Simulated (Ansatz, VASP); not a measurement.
## Two plane-wave programs on Zr2O

Contents of POSCAR:

```
Zr2O
1.0
    5.1154731073      0.0000000000      0.0000000000
    0.0000000000      5.1154731073      0.0000000000
    0.0000000000      0.0000000000      4.3481521412
Zr O
4 2
Direct
    0.2500000000      0.2500000000      0.7500000000
    0.7500000000      0.2500000000      0.2500000000
    0.2500000000      0.7500000000      0.2500000000
    0.7500000000      0.7500000000      0.7500000000
    0.0000000000      0.0000000000      0.0000000000
    0.5000000000      0.5000000000      0.5000000000
```

INCAR.step1

```
SYSTEM = Zr2O
ALGO = Normal
EDIFF = 1E-4
ENCUT = 520
GGA = PE
ISMEAR = 0
KPAR = 4
LASPH = .True.
LCHARG = .False.
LREAL = .False.
LWAVE = .True.
NBANDS = 39
NELM = 100
PREC = Accurate
SIGMA = 0.15
```

The input INCAR.step2:

```
SYSTEM = Zr2O
ALGO = Normal
EDIFF = 1E-6
ENCUT = 520
ISIF = 2
ISMEAR = 0
ISTART = 1
KPAR = 4
LASPH = .True.
LCHARG = .False.
LMIXTAU = .True.
LREAL = .False.
LWAVE = .False.
METAGGA = R2SCAN
NBANDS = 39
NELM = 100
PREC = Accurate
SIGMA = 0.15
```

Contents of KPOINTS:

```
k-points
0
Gamma
  12 12 12
  0 0 0
```

Input for Ansatz:

```yaml
crystal:
  lattice:
    - [5.115473105, 0.0, 0.0]
    - [0.0, 5.115473105, 0.0]
    - [0.0, 0.0, 4.3481521392]
  atoms:
    - { symbol: Zr, position: [0.25, 0.25, 0.75] }
    - { symbol: Zr, position: [0.75, 0.25, 0.25] }
    - { symbol: Zr, position: [0.25, 0.75, 0.25] }
    - { symbol: Zr, position: [0.75, 0.75, 0.75] }
    - { symbol: O, position: [0.0, 0.0, 0.0] }
    - { symbol: O, position: [0.5, 0.5, 0.5] }
basis:
  ecutwfc: 500
kpoints:
  mp_grid: { grid: [12, 12, 12] }
hamiltonian:
  xc: r2scan
scf:
  occupations: { method: gaussian, width: 0.15 }
output:
  forces: true
  stress: true
  eigenvalues: true
```

Alike in both runs: task single point; functional r2SCAN; k mesh 12 × 12 × 12; occupations gaussian, width 0.15 eV; no spin polarisation.

|  | VASP | Ansatz |
| --- | --- | --- |
| version | VASP 6.6.1 | Ansatz 0.2.0 |
| potentials or method | VASP PAW PBE potentials, release 64 (Zr_sv, O), cutoff 520 eV | scalar-relativistic, plane waves, PAW |
| valence electrons in the cell | 60 | 60 |

VASP gave:

```
gap on the k mesh at the Fermi level (eV)                     : none
pressure (GPa)                                                : -1.3
traceless stress, the component that is largest in VASP (GPa) : 5.42
```

**Question.** What did Ansatz give for the same quantities?

**Answer.** gap on the k mesh at the Fermi level (eV): none; pressure (GPa): -1.4; traceless stress, the component that is largest in VASP (GPa): 5.46.

VASP's potentials were made for PBE, not for r2SCAN. A gap of «none» marks a metal or a gap that the smearing closes. The functional is the same, so the differences come from potentials, cutoffs and numerics.
